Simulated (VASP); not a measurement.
A run of VASP 6.6.1 is set up as follows.

Contents of INCAR:

```
SYSTEM = HgTe
  PREC = Accurate
  ENCUT = 520
  EDIFF = 1E-8
  ISMEAR = -1
  SIGMA = 0.03
  LREAL = .False.
  LASPH = .True.
  NELM = 60
  ALGO = Normal
  ISIF = 2
  LWAVE = .False.
  LCHARG = .False.
  GGA = PE
  LEFG = .True.
  NBANDS = 16
```

The input KPOINTS:

```
Automatic mesh
0
Gamma
  11 11 11
  0 0 0
```

File POSCAR:

```
HgTe
1.0
    0.0000000000      3.2342093810      3.2342093810
    3.2342093810      0.0000000000      3.2342093810
    3.2342093810      3.2342093810      0.0000000000
Hg Te
1 1
Direct
    0.0000000000      0.0000000000      0.0000000000
    0.7500000000      0.7500000000      0.7500000000
```

Potentials or basis: VASP PAW PBE potentials, release 64 (Hg, Te).

Run with:

```sh
$ cat potpaw_PBE.64/Hg/POTCAR potpaw_PBE.64/Te/POTCAR > POTCAR
$ mpirun -np 1 vasp_std > vasp.out
```

(1) Estimate the pressure.

(2) Estimate the band gap on the k mesh.

## Answers

(1) 3.6 GPa.

(2) zero (filled and empty bands touch).

Caveat: the cell stands under pressure; semilocal functionals underestimate gaps, and a narrow one can read as zero; spin-orbit coupling is left out, which moves the levels of the heavy elements.
